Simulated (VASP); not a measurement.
A run of VASP 6.6.1 is set up as follows.

Contents of INCAR:

```
SYSTEM = Cd48Se49
PREC = Accurate
ENCUT = 520
EDIFF = 1E-6
ISMEAR = -1
SIGMA = 0.05
LREAL = Auto
LASPH = .True.
NELM = 80
ALGO = Normal
ISIF = 2
LWAVE = .False.
LCHARG = .False.
GGA = PS
NBANDS = 489
ISYM = 0
LUSENCCL = .False.
```

File KPOINTS:

```
Automatic mesh
0
Gamma
  1 1 1
  0.25 0.25 0.25
```

Contents of POSCAR:

```
Cd48Se49
1.0
   12.9066740000      0.0000000000      0.0000000000
    0.0000000000     14.9033430000      0.0000000000
    0.0000000000      0.0000000000     14.0415350000
Cd Se
48 49
Direct
    0.9985570000      0.1635310000      0.0036890000
    0.9960820000      0.1678760000      0.4987140000
    0.3309790000      0.1664780000      0.0017060000
    0.3296670000      0.1674170000      0.4987560000
    0.1660990000      0.4186110000      0.0018040000
    0.1574460000      0.4163580000      0.5017890000
    0.0012990000      0.6684110000      0.0000680000
    0.9990490000      0.6658450000      0.5016750000
    0.6636590000      0.1632390000      0.9985600000
    0.6613800000      0.1646260000      0.4976990000
    0.4969710000      0.4184980000      0.9975170000
    0.4936160000      0.4145060000      0.4978430000
    0.3329260000      0.6657690000      0.0003170000
    0.3330160000      0.6651060000      0.5005590000
    0.1660530000      0.9169820000      0.0014150000
    0.1640280000      0.9160950000      0.4994900000
    0.8315470000      0.4175420000      0.9976810000
    0.8155110000      0.4141580000      0.4766870000
    0.6638770000      0.6689890000      0.9994610000
    0.6684190000      0.6648560000      0.5030030000
    0.4974940000      0.9163360000      0.0011640000
    0.4966240000      0.9142580000      0.4993940000
    0.8314380000      0.9172720000      0.0018370000
    0.8311260000      0.9158120000      0.4997130000
    0.1648330000      0.0831930000      0.2517030000
    0.1671480000      0.0867530000      0.7507950000
    0.9954450000      0.3331060000      0.2487510000
    0.0121150000      0.3256220000      0.7609840000
    0.4963850000      0.0823490000      0.2506830000
    0.4940850000      0.0801910000      0.7498320000
    0.3292480000      0.3336410000      0.2503180000
    0.3320010000      0.3332510000      0.7525460000
    0.1652500000      0.5834260000      0.2515580000
    0.1696320000      0.5870990000      0.7488860000
    0.9985410000      0.8338920000      0.2504960000
    0.0044160000      0.8474830000      0.7525180000
    0.8306360000      0.0823680000      0.2514900000
    0.8317500000      0.0839510000      0.7506010000
    0.6590120000      0.3309170000      0.2371620000
    0.6499910000      0.3198140000      0.7556780000
    0.4990810000      0.5835610000      0.2521180000
    0.5079380000      0.5840790000      0.7472440000
    0.3312020000      0.8320930000      0.2501060000
    0.3329950000      0.8319000000      0.7511750000
    0.8315690000      0.5855970000      0.2456740000
    0.8491450000      0.6021000000      0.7568580000
    0.6643290000      0.8331580000      0.2516730000
    0.6659780000      0.8372240000      0.7504700000
    0.9973690000      0.1653810000      0.1902560000
    0.9984960000      0.1661390000      0.6874560000
    0.3307320000      0.1668410000      0.1888620000
    0.3324360000      0.1688360000      0.6868330000
    0.1626240000      0.4170870000      0.1889110000
    0.1713220000      0.4198150000      0.6888990000
    0.0002610000      0.6676590000      0.1873390000
    0.0131190000      0.6841630000      0.6875490000
    0.6637150000      0.1622390000      0.1852650000
    0.6620740000      0.1597210000      0.6857030000
    0.4932060000      0.4186770000      0.1846270000
    0.4924560000      0.4178420000      0.6856080000
    0.3321370000      0.6656070000      0.1881580000
    0.3388950000      0.6667720000      0.6878920000
    0.1654380000      0.9169920000      0.1888170000
    0.1725630000      0.9221460000      0.6869740000
    0.8286970000      0.4170970000      0.1859050000
    0.9242090000      0.4562640000      0.6701090000
    0.6634580000      0.6675940000      0.1868310000
    0.6740390000      0.6715910000      0.6907160000
    0.4976430000      0.9158440000      0.1886190000
    0.4979540000      0.9154700000      0.6870250000
    0.8310530000      0.9160490000      0.1891530000
    0.8331110000      0.9190890000      0.6874870000
    0.1626880000      0.0833290000      0.4389850000
    0.1650390000      0.0833690000      0.9383350000
    0.9914400000      0.3336180000      0.4364040000
    0.9996040000      0.3311940000      0.9450640000
    0.4942520000      0.0807980000      0.4379550000
    0.4957820000      0.0824290000      0.9372570000
    0.3245830000      0.3336520000      0.4374390000
    0.3307960000      0.3328440000      0.9392440000
    0.1653090000      0.5827320000      0.4391200000
    0.1659990000      0.5837470000      0.9369680000
    0.9976450000      0.8329840000      0.4377760000
    0.9986040000      0.8356320000      0.9393250000
    0.8297750000      0.0827430000      0.4388130000
    0.8320820000      0.0832640000      0.9377380000
    0.6501840000      0.3254700000      0.4236240000
    0.6639140000      0.3315140000      0.9398560000
    0.5006810000      0.5825080000      0.4395650000
    0.4996590000      0.5842660000      0.9353120000
    0.3298940000      0.8314930000      0.4376940000
    0.3314330000      0.8326320000      0.9387820000
    0.8333780000      0.5854800000      0.4329990000
    0.8324650000      0.5857010000      0.9410190000
    0.6643030000      0.8319110000      0.4391290000
    0.6648980000      0.8354890000      0.9382740000
    0.7381950000      0.4412110000      0.6524710000
```

Potentials or basis: VASP PAW PBE potentials, release 64 (Cd, Se).

Launch:

```sh
$ cat potpaw_PBE.64/Cd/POTCAR potpaw_PBE.64/Se/POTCAR > POTCAR
$ mpirun -np 1 vasp_std > vasp.out
```

Question: Estimate the largest force.

Answer: 0.046 eV/Å.

Question: Predict the band gap on the k mesh.

Answer: 1.19 eV.

Forces on the atoms (eV/Å):
```
Cd  -0.009  0.003 -0.006
Cd  -0.006 -0.010  0.009
Cd  -0.002  0.000  0.001
Cd  -0.004 -0.004  0.004
Cd   0.001 -0.003 -0.002
Cd  -0.008  0.015  0.011
Cd  -0.005  0.001  0.005
Cd  -0.002 -0.003 -0.003
Cd  -0.007  0.004  0.000
Cd  -0.001 -0.002 -0.001
Cd  -0.001  0.000 -0.004
Cd   0.001  0.004  0.001
Cd  -0.001 -0.001  0.001
Cd  -0.013 -0.001  0.001
Cd   0.000  0.001  0.003
Cd  -0.006 -0.004  0.001
Cd  -0.003  0.000 -0.007
Cd  -0.010  0.000  0.023
Cd  -0.006 -0.003  0.000
Cd  -0.002 -0.003  0.005
Cd  -0.003  0.000  0.003
Cd  -0.002 -0.004  0.001
Cd  -0.007 -0.001  0.003
Cd  -0.002 -0.003 -0.002
Cd   0.006 -0.002  0.004
Cd  -0.003  0.000 -0.002
Cd   0.000  0.002 -0.011
Cd  -0.008 -0.006 -0.001
Cd   0.006 -0.002 -0.001
Cd   0.000  0.001  0.003
Cd   0.009 -0.004  0.000
Cd  -0.001 -0.009  0.005
Cd   0.003  0.004  0.007
Cd   0.005 -0.001 -0.005
Cd   0.005  0.000  0.003
Cd   0.003  0.006  0.002
Cd  -0.001  0.000  0.001
Cd   0.006  0.007  0.001
Cd   0.010 -0.003  0.004
Cd   0.000 -0.010  0.006
Cd   0.001  0.001  0.000
Cd   0.007  0.001 -0.001
Cd   0.006  0.000  0.003
Cd   0.001  0.000  0.000
Cd   0.004 -0.005 -0.001
Cd  -0.012 -0.010  0.003
Cd   0.002  0.002  0.005
Cd   0.004  0.000  0.003
Se  -0.002  0.006  0.007
Se  -0.004  0.000 -0.011
Se  -0.010 -0.001  0.001
Se   0.004  0.002 -0.004
Se  -0.008 -0.003  0.003
Se   0.001 -0.001 -0.016
Se  -0.003 -0.003  0.007
Se   0.012  0.004 -0.013
Se  -0.013  0.000  0.003
Se  -0.001 -0.023 -0.008
Se   0.003 -0.002  0.007
Se   0.026 -0.007 -0.009
Se  -0.008 -0.003 -0.004
Se  -0.002 -0.003 -0.004
Se  -0.006  0.001 -0.002
Se   0.000  0.010 -0.008
Se  -0.005  0.002  0.007
Se   0.010 -0.004 -0.013
Se  -0.006 -0.009 -0.002
Se  -0.006  0.003 -0.010
Se  -0.009  0.000  0.005
Se  -0.006 -0.003 -0.012
Se  -0.006  0.001  0.001
Se   0.002 -0.007  0.001
Se   0.008  0.003  0.005
Se   0.004  0.002  0.001
Se   0.008  0.018  0.001
Se   0.001  0.000  0.011
Se   0.007 -0.003 -0.005
Se   0.002  0.005 -0.007
Se   0.006  0.003 -0.007
Se  -0.006  0.003  0.011
Se   0.005 -0.008 -0.002
Se   0.001  0.011 -0.004
Se  -0.001  0.005  0.002
Se  -0.001 -0.003  0.004
Se   0.005  0.010  0.003
Se   0.005  0.006  0.001
Se   0.007  0.005 -0.004
Se   0.017 -0.006  0.021
Se   0.010  0.001  0.004
Se  -0.001  0.006 -0.001
Se   0.004  0.006 -0.005
Se   0.000  0.003 -0.002
Se   0.000 -0.012 -0.002
Se   0.001 -0.011  0.004
Se   0.004 -0.001  0.002
Se   0.005  0.005 -0.001
Se  -0.012  0.032 -0.031
```

Caveat: the PAW data sets were made with another functional, which shifts forces and pressure a little.
